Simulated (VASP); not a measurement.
# YSi2Hg2 (I4/mmm) in VASP: single point with PBE

Aim: the single point of YSi2Hg2 with PBE.

Program: VASP 6.6.1. These are calculated values, not measurements. Logs are shortened: lines on timing, memory, paths and dates and some standing lists are left out, and cuts for length are marked.

## Step 1: The cell of the first run

The structure is tetragonal, space group I4/mmm (No. 139). Conventional cell: a = 4.564 Å, b = 4.564 Å, c = 10.391 Å, α = 90.00°, β = 90.00°, γ = 90.00°. Y (site symmetry 4/mmm) has 8 Hg at 3.46 Å and 10 Si at 3.47 to 3.93 Å and 4 Y at 4.56 Å within 4.6 Å. Si (site symmetry 4mm) has 1 Si at 2.54 Å and 4 Hg at 2.64 Å within 3.3 Å. Within 3.5 Å of Hg (site symmetry -4m2) lie 4 Si at 2.64 Å and 4 Hg at 3.23 Å and 4 Y at 3.46 Å.

## Step 2: Single point, PBE

INCAR reads:

```
SYSTEM = YSi2Hg2
  PREC = Accurate
  ENCUT = 520
  EDIFF = 1E-6
  ISMEAR = 0
  SIGMA = 0.0106
  LREAL = .FALSE.
  LASPH = .TRUE.
  NELM = 100
  ALGO = Normal
  ISIF = 2
  LWAVE = .FALSE.
  LCHARG = .TRUE.
  GGA = PE
  LELF = .TRUE.
  LVHAR = .TRUE.
  NBANDS = 30
```

KPOINTS reads:

```
Automatic mesh
0
G
  6 6 6
  0 0 0
```

POSCAR reads:

```
YSi2Hg2
1.0
    0.0000000000      4.5635780000      0.0000000000
    4.5635780000      0.0000000000      0.0000000000
    2.2817890000      2.2817890000     -5.1955840000
Y Si Hg
1 2 2
Direct
    0.0000000000      0.0000000000      0.0000000000
    0.3780000000      0.3780000000      0.2440000000
    0.6220000000      0.6220000000      0.7560000000
    0.7500000000      0.2500000000      0.5000000000
    0.2500000000      0.7500000000      0.5000000000
```

Potentials or basis: VASP PAW PBE potentials, release 64 (Y_sv, Si, Hg).

On the command line:

```console
$ cat potpaw_PBE.64/Y_sv/POTCAR potpaw_PBE.64/Si/POTCAR potpaw_PBE.64/Hg/POTCAR > POTCAR
$ mpirun -np 1 vasp_std > vasp.out
```

OUTCAR:

```text
SYSTEM = YSi2Hg2
   PREC = Accurate
   ENCUT = 520
   EDIFF = 1E-6
   ISMEAR = 0
   LREAL = .FALSE.
   LASPH = .TRUE.
   NELM = 100
   ISIF = 2
   GGA = PE

 ion  position               nearest neighbor table
   1  0.000  0.000  0.000-   4 3.46   5 3.46   4 3.46   5 3.46   4 3.46   5 3.46   4 3.46   5 3.46
                             3 3.47   3 3.47   2 3.47   2 3.47   3 3.47   2 3.47   3 3.47   2 3.47
   2  0.378  0.378  0.244-   3 2.54   4 2.64   5 2.64   5 2.64   4 2.64   1 3.47   1 3.47   1 3.47
                             1 3.47
   3  0.622  0.622  0.756-   2 2.54   4 2.64   5 2.64   4 2.64   5 2.64   1 3.47   1 3.47   1 3.47
                             1 3.47
   4  0.750  0.250  0.500-   2 2.64   2 2.64   3 2.64   3 2.64   5 3.23   5 3.23   5 3.23   5 3.23
                             1 3.46   1 3.46   1 3.46   1 3.46
   5  0.250  0.750  0.500-   2 2.64   2 2.64   3 2.64   3 2.64   4 3.23   4 3.23   4 3.23   4 3.23
                             1 3.46   1 3.46   1 3.46   1 3.46

  LATTYP: Found a body centered tetragonal cell.
 ALAT       =     4.5635780000
 C/A-ratio  =     2.2769782833

  Lattice vectors:

 A1 = (  -2.2817890000,   2.2817890000,   5.1955840000)
 A2 = (   2.2817890000,  -2.2817890000,   5.1955840000)
 A3 = (   2.2817890000,   2.2817890000,  -5.1955840000)

Analysis of symmetry for initial positions (statically):
=====================================================================
 Subroutine PRICEL returns:
 Original cell was already a primitive cell.

 Routine SETGRP: Setting up the symmetry group for a
 body centered tetragonal supercell.

 Subroutine GETGRP returns: Found 16 space group operations
 (whereof 16 operations were pure point group operations)
 out of a pool of 16 trial point group operations.

The static configuration has the point symmetry D_4h.

Analysis of symmetry for dynamics (positions and initial velocities):
=====================================================================
 Subroutine PRICEL returns:
 Original cell was already a primitive cell.

 Routine SETGRP: Setting up the symmetry group for a
 body centered tetragonal supercell.

 Subroutine GETGRP returns: Found 16 space group operations
 (whereof 16 operations were pure point group operations)
 out of a pool of 16 trial point group operations.

The dynamic configuration has the point symmetry D_4h.

 Subroutine INISYM returns: Found 16 space group operations
 (whereof 16 operations are pure point group operations),
 and found     1 'primitive' translations

----------------------------------------------------------------------------------------

                                     Primitive cell

  volume of cell :     108.2045

  direct lattice vectors                    reciprocal lattice vectors
     0.000000000  4.563578000  0.000000000     0.000000000  0.219126308  0.096235572
     4.563578000  0.000000000  0.000000000     0.219126308  0.000000000  0.096235572
     2.281789000  2.281789000 -5.195584000     0.000000000  0.000000000 -0.192471145

  length of vectors
     4.563578000  4.563578000  6.116143816     0.239327442  0.239327442  0.192471145

  position of ions in fractional coordinates (direct lattice)
     0.000000000  0.000000000  0.000000000
     0.378000000  0.378000000  0.244000000
     0.622000000  0.622000000  0.756000000
     0.750000000  0.250000000  0.500000000
     0.250000000  0.750000000  0.500000000

  ion indices of the primitive-cell ions
   primitive index   ion index
                 1           1
                 2           2
                 3           3
                 4           4
                 5           5

----------------------------------------------------------------------------------------

 KPOINTS: Automatic mesh

Automatic generation of k-mesh.
 Grid dimensions read from file:
 generate k-points for:    6    6    6

 Generating k-lattice:

  Cartesian coordinates                     Fractional coordinates (reciprocal lattice)
     0.000000000  0.036521051  0.016039262     0.166666667  0.000000000 -0.000000000
     0.036521051  0.000000000  0.016039262     0.000000000  0.166666667 -0.000000000
     0.000000000  0.000000000 -0.032078524     0.000000000  0.000000000  0.166666667

  Length of vectors
     0.039887907  0.039887907  0.032078524

  Shift w.r.t. Gamma in fractional coordinates (k-lattice)
     0.000000000  0.000000000  0.000000000

 Subroutine IBZKPT returns following result:
 ===========================================

 Found     30 irreducible k-points:

 Following reciprocal coordinates:
            Coordinates               Weight
  0.000000  0.000000  0.000000      1.000000
  0.166667  0.000000  0.000000      8.000000
  0.333333  0.000000 -0.000000      8.000000
  0.500000  0.000000  0.000000      4.000000
  0.166667  0.166667  0.000000      8.000000
  0.333333  0.166667 -0.000000     16.000000
[... 16 lines left out ...]
 -0.333333 -0.333333  0.166667      4.000000
 -0.166667 -0.333333  0.166667     16.000000
 [... further k-points ...]
   k-points           NKPTS =     30   k-points in BZ     NKDIM =     30   number of bands    NBANDS=     30
   number of dos      NEDOS =    301   number of ions     NIONS =      5
   total plane-waves  NPLWV =  62208
   dimension x,y,z NGX =    36 NGY =   36 NGZ =   48
   dimension x,y,z NGXF=    72 NGYF=   72 NGZF=   96
   ions per type =               1   2   2
   NGX,Y,Z   is equivalent  to a cutoff of  13.11, 13.11, 13.05 a.u.
   NGXF,Y,Z  is equivalent  to a cutoff of  26.23, 26.23, 26.09 a.u.
 SYSTEM =  YSi2Hg2
   PREC   = accura    normal or accurate (medium, high low for compatibility)
   ISTART =      0    job   : 0-new  1-cont  2-samecut
   ICHARG =      2    charge: 1-file 2-atom 10-const
   ISPIN  =      1    spin polarized calculation?
   LNONCOLLINEAR =      F non collinear calculations
   LSORBIT =      F    spin-orbit coupling
   LASPH  =      T    aspherical Exc in radial PAW
   ENCUT  =  520.0 eV  38.22 Ry    6.18 a.u.   8.49  8.49 11.37*2*pi/ulx,y,z
   NELM   =    100;   NELMIN=  2; NELMDL= -5     # of ELM steps
   EDIFF  = 0.1E-05   stopping-criterion for ELM
   LREAL  =      F    real-space projection
   EDIFFG = 0.1E-04   stopping-criterion for IOM
   NSW    =      0    number of steps for IOM
   IBRION =     -1    ionic relax: 0-MD 1-quasi-New 2-CG
   NFREE  =      0    steps in history (QN), initial steepest desc. (CG)
   ISIF   =      2    stress and relaxation
   ISYM   =      2    0-nonsym 1-usesym 2-fastsym
   POTIM  = 0.5000    time-step for ionic-motion
   TEBEG  =    0.0;   TEEND  =   0.0 temperature during run
   PSTRESS=    0.0 pullay stress
   NELECT =      43.0000    total number of electrons
   NUPDOWN=      -1.0000    fix difference up-down
   EMIN   =  10.00;   EMAX   =-10.00  energy-range for DOS
   EFERMI =   0.00;   METHOD = LEGACY
   ISMEAR =     0;   SIGMA  =   0.01  broadening in eV -4-tet -1-fermi 0-gaus
   EFERMI_NEDOS =   21; number of points for ismear=-14 and -15
   IALGO  =     38    algorithm
   IMIX   =      4    mixing-type and parameters
     AMIX     =   0.40;   BMIX     =  1.00
     AMIX_MAG =   1.60;   BMIX_MAG =  1.00
  volume/ion in A,a.u.               =      21.64       146.04
  Fermi-wavevector in a.u.,A,eV,Ry     =   1.203601  2.274476 19.710153  1.448655
  Thomas-Fermi vector in A             =   2.339350
   LORBIT       =      0    0 simple, 1 ext, 2 COOP (PROOUT), +10 PAW based schemes
   GGA     = PE    functional components
   LHFCALC =     F    Hartree Fock is set to
   AEXX    =    0.0000 exact exchange contribution
   IVDW    =     0    specifies the selected vdW correction
   LEPSILON=     F    determine dielectric tensor
   LRPA    =     F    only Hartree local field effects (RPA)
 non-spin polarized calculation
 Gauss-broadening in eV      SIGMA  =   0.01
  energy-cutoff  :      520.00
  volume of cell :      108.20
 maximum number of plane-waves:      2939
 NGX is ok and might be reduce to    36
   NGX = 17   NGY = 17   NGZ = 23

 number of electron      42.9999999 magnetization

 Free energy of the ion-electron system (eV)
  ---------------------------------------------------
  ext. energy  EPLUGINS =         0.00000000
  ---------------------------------------------------
  free energy    TOTEN  =       -17.18901781 eV

  energy without entropy =      -17.18840097  energy(sigma->0) =      -17.18870939

 E-fermi :   5.7016     XC(G=0): -10.5464

 val. band max:        5.7009069022   @ k =  -0.3333   0.0000   0.1667
 cond. band min:       5.7096091122   @ k =   0.5000   0.1667  -0.0000
 fundamental gap:      0.0087022100
 Fermi energy:         5.7016134338

 k-point     1 :       0.0000    0.0000    0.0000
  band No.  band energies     occupation
      1     -38.5401      2.00000
      2     -18.4890      2.00000
      3     -18.4558      2.00000
      4     -18.4558      2.00000
      5      -5.9792      2.00000
      6      -4.3584      2.00000
[... 22 lines left out ...]
     29       8.5082      0.00000
     30      10.8902      0.00000

 k-point     2 :       0.1667    0.0000    0.0000
  band No.  band energies     occupation
      1     -38.5399      2.00000
      2     -18.4889      2.00000
      3     -18.4623      2.00000
      4     -18.4552      2.00000
      5      -5.7584      2.00000
      6      -4.2899      2.00000
[... 22 lines left out ...]
     29       9.1263      0.00000
     30       9.6047      0.00000

 k-point     3 :       0.3333    0.0000   -0.0000
  band No.  band energies     occupation
      1     -38.5396      2.00000
      2     -18.4886      2.00000
      3     -18.4751      2.00000
      4     -18.4538      2.00000
      5      -5.1967      2.00000
      6      -4.1636      2.00000
[... 22 lines left out ...]
     29       9.1530      0.00000
     30       9.9058      0.00000

 k-point     4 :       0.5000    0.0000    0.0000
  band No.  band energies     occupation
      1     -38.5394      2.00000
      2     -18.4885      2.00000
      3     -18.4814      2.00000
      4     -18.4532      2.00000
      5      -4.7813      2.00000
      6      -4.1507      2.00000
[... 22 lines left out ...]
     29       9.8483      0.00000
     30      10.1579      0.00000

 k-point     5 :       0.1667    0.1667    0.0000
  band No.  band energies     occupation
      1     -38.5397      2.00000
      2     -18.4890      2.00000
      3     -18.4619      2.00000
      4     -18.4611      2.00000
      5      -5.5013      2.00000
      6      -4.2615      2.00000
[... 22 lines left out ...]
     29       8.7315      0.00000
     30       9.8163      0.00000
[... 526 lines left out ...]
     29       9.5289      0.00000
     30      10.3684      0.00000

 k-point    22 :      -0.1667    0.5000    0.1667
  band No.  band energies     occupation
      1     -38.5392      2.00000
      2     -18.4876      2.00000
      3     -18.4806      2.00000
      4     -18.4593      2.00000
      5      -4.7237      2.00000
      6      -4.0430      2.00000
[... 22 lines left out ...]
     29       9.1107      0.00000
     30       9.7142      0.00000

 k-point    23 :      -0.3333   -0.3333    0.1667
  band No.  band energies     occupation
      1     -38.5390      2.00000
      2     -18.4875      2.00000
      3     -18.4727      2.00000
      4     -18.4719      2.00000
      5      -4.5426      2.00000
      6      -4.1667      2.00000
[... 22 lines left out ...]
     29       8.8984      0.00000
     30      10.4934      0.00000

 k-point    24 :      -0.1667   -0.3333    0.1667
  band No.  band energies     occupation
      1     -38.5394      2.00000
      2     -18.4893      2.00000
      3     -18.4741      2.00000
      4     -18.4599      2.00000
      5      -4.7175      2.00000
      6      -4.3925      2.00000
[... 22 lines left out ...]
     29       8.8863      0.00000
     30       9.8922      0.00000

 [... further k-points ...]

------------------------ aborting loop because EDIFF is reached ----------------------------------------

  FORCE on cell =-STRESS in cart. coord.  units (eV):
  Direction    XX          YY          ZZ          XY          YZ          ZX
  --------------------------------------------------------------------------------------
  -------------------------------------------------------------------------------------
  Total        1.7524468      1.7524468     -0.9200217      0.0000000      0.0000000     -0.0000000
  in kB       25.9483704     25.9483704    -13.6227036      0.0000000      0.0000000     -0.0000000
  external PRESSURE =      12.7580124 kB  Pullay stress =       0.0000000 kB

 VOLUME and BASIS-vectors are now :
 -----------------------------------------------------------------------------
  energy-cutoff  :      520.00
  volume of cell :      108.20
      direct lattice vectors                 reciprocal lattice vectors
     0.000000000  4.563578000  0.000000000     0.000000000  0.219126308  0.096235572
     4.563578000  0.000000000  0.000000000     0.219126308  0.000000000  0.096235572
     2.281789000  2.281789000 -5.195584000     0.000000000  0.000000000 -0.192471145

 POSITION                                       TOTAL-FORCE (eV/Angst)
 -----------------------------------------------------------------------------------
      0.00000      0.00000      0.00000         0.000000     -0.000000     -0.000000
      2.28179      2.28179     -1.26772        -0.000000     -0.000000      1.815422
      4.56358      4.56358     -3.92786         0.000000      0.000000     -1.815422
      2.28179      4.56358     -2.59779        -0.000000      0.000000      0.000000
      4.56358      2.28179     -2.59779         0.000000      0.000000     -0.000000
 -----------------------------------------------------------------------------------
    total drift:                                0.000000      0.000000      0.000000

  FREE ENERGIE OF THE ION-ELECTRON SYSTEM (eV)
  ---------------------------------------------------
  free  energy   TOTEN  =       -17.1890178139 eV

  energy  without entropy=      -17.1884009660  energy(sigma->0) =      -17.18870939
```

Wall time 72 s (1 thread of AMD EPYC 7R13 (Zen 3), shared host); peak memory 0.28 GiB.

Results:

```yaml
Free_energy: -17.1890 eV
Pressure: 1.3 GPa
Largest_force: 1.815 eV/Å
Band_gap_on_the_k_mesh: zero (an odd number of electrons rules out a gap without spin polarisation)
```

Forces on the atoms (eV/Å):
```
Y    0.000  0.000  0.000
Si   0.000  0.000  1.815
Si   0.000  0.000 -1.815
Hg   0.000  0.000  0.000
Hg   0.000  0.000  0.000
```

Caveat: spin-orbit coupling is left out, which moves the levels of the heavy elements; forces of over 1 eV/Å act on the atoms, so gaps and moduli don't describe the material at rest.
